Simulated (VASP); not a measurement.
Runs of VASP 6.6.1 on KAg. The structure is that of space group P-6m2 (No. 187), or close to it. The cells are those of the table. 

```csv
task,cell,k mesh,cutoff (eV),smearing,gap on the mesh (eV),pressure (GPa),relaxed volume (Å³/atom)
single point,"a = 3.917, b = 3.917, c = 3.820 Å, angles 90.0, 90.0, 120.0°, 2 atoms",6 × 6 × 6,520,gaussian 0.1 eV,none,12.8,-
single point,"a = 4.703, b = 4.703, c = 4.469 Å, angles 90.0, 90.0, 120.0°, 2 atoms",6 × 6 × 4,520,gaussian 0.1 eV,0.12,0.0,-
relaxation of cell and atoms,"relaxed from a = 3.917, b = 3.917, c = 3.820 Å, angles 90.0, 90.0, 120.0°, 2 atoms",6 × 6 × 4,600,gaussian 0.1 eV,(c),0.0,(b)
single point,"a = 4.773, b = 4.773, c = 4.374 Å, angles 90.0, 90.0, 120.0°, 2 atoms",12 × 12 × 8,520,gaussian 0.01 eV,0.20,0.0,-
relaxation of cell and atoms,"relaxed from a = 4.703, b = 4.703, c = 4.469 Å, angles 90.0, 90.0, 120.0°, 2 atoms",12 × 12 × 8,600,gaussian 0.01 eV,0.19,0.0,(a)
```

Alike in all rows: level PBE; potentials or basis VASP PAW PBE potentials, release 64 (K_sv, Ag); no spin polarisation.

Problem. Estimate the missing entries.

Solution. (a) 42.95; (b) 42.90; (c) 0.14.

Caveats: the volume moved by over 15 % at a fixed basis, so the end points are rough (some runs).

A k mesh can miss the band edges, and the runs leave out spin-orbit coupling on Ag.

A gap of «none» marks levels without a gap at the run's occupations.
